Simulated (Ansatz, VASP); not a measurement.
# Two plane-wave programs on CdS

Contents of INCAR:

```
ALGO = Normal
EDIFF = 1E-6
ENCUT = 520
GGA = PE
GGA_COMPAT = F
ISIF = 2
ISMEAR = -1
LASPH = T
LCHARG = F
LNONCOLLINEAR = T
LORBIT = 11
LORBMOM = T
LREAL = F
LSORBIT = T
LWAVE = F
MAGMOM = 0 0 0 0 0 0 0 0 0 0 0 0
NBANDS = 50
NELM = 150
PREC = Accurate
SIGMA = 0.02
```

File KPOINTS:

```
k-points
0
Gamma
  12 12 4
```

The input POSCAR:

```
CdS
1.0
    4.1646212874      0.0000000000      0.0000000000
   -2.0823106437      3.6066678320      0.0000000000
    0.0000000000      0.0000000000      6.7659752894
Cd S
2 2
Direct
    0.3333333333      0.6666666667     -0.0009650946
    0.6666666667      0.3333333333      0.4990349054
    0.3333333333      0.6666666667      0.3759650946
    0.6666666667      0.3333333333      0.8759650946
```

Input for Ansatz:

```yaml
crystal:
  lattice:
    - [4.1646212874, 0.0, 0.0]
    - [-2.0823106437, 3.606667832, 0.0]
    - [0.0, 0.0, 6.7659752894]
  atoms:
    - { symbol: Cd, position: [0.3333333333, 0.6666666667, -0.0009650946] }
    - { symbol: Cd, position: [0.6666666667, 0.3333333333, 0.4990349054] }
    - { symbol: S, position: [0.3333333333, 0.6666666667, 0.3759650946] }
    - { symbol: S, position: [0.6666666667, 0.3333333333, 0.8759650946] }
kpoints:
  mp_grid: { grid: [12, 12, 4] }
  band_path:
    path:
      - [0.0, 0.0, 0.0]
      - [0.5, 0.0, 0.0]
      - [0.3333333333, 0.3333333333, 0.0]
      - [0.0, 0.0, 0.5]
      - [0.5, 0.0, 0.5]
      - [0.3333333333, 0.3333333333, 0.5]
    npoints: 1
hamiltonian:
  xc: pbe
scf:
  occupations: { method: fermi_dirac, width: 0.02 }
  n_extra_bands: 10
magnetization:
  noncollinear: true
  spin_orbit: true
output:
  forces: true
  stress: true
  eigenvalues: true
  write_density: true
  write_potential: true
  elf: true
  volumetric_format: npy
```

Alike in both runs: task single point; functional PBE; k mesh 12 × 12 × 4; occupations fermi-dirac, width 0.02 eV; non-collinear spin, spin-orbit coupling.

```csv
,VASP,Ansatz
version,VASP 6.6.1,Ansatz 0.2.0
potentials or method,"VASP PAW PBE potentials, release 64 (Cd, S)","plane waves, PAW"
plane-wave cutoff (eV),520,420
valence electrons in the cell,36,52
```

|  | VASP | Ansatz | Ansatz less VASP |
| --- | --- | --- | --- |
| pressure (GPa) | 1.7 | 1.3 | -0.34 |
| traceless stress, the component that is largest in VASP (GPa) | 0.06 | 0.06 | 0.000 |
| net moment per atom (μB) | 0.00 | 0.00 | 0.000 |

With one functional, cell and mesh, what is left measures potentials, basis and numerics. VASP's potentials hold 36 valence electrons a cell and Ansatz's 52, so a difference there can come from the potentials and not from the codes.
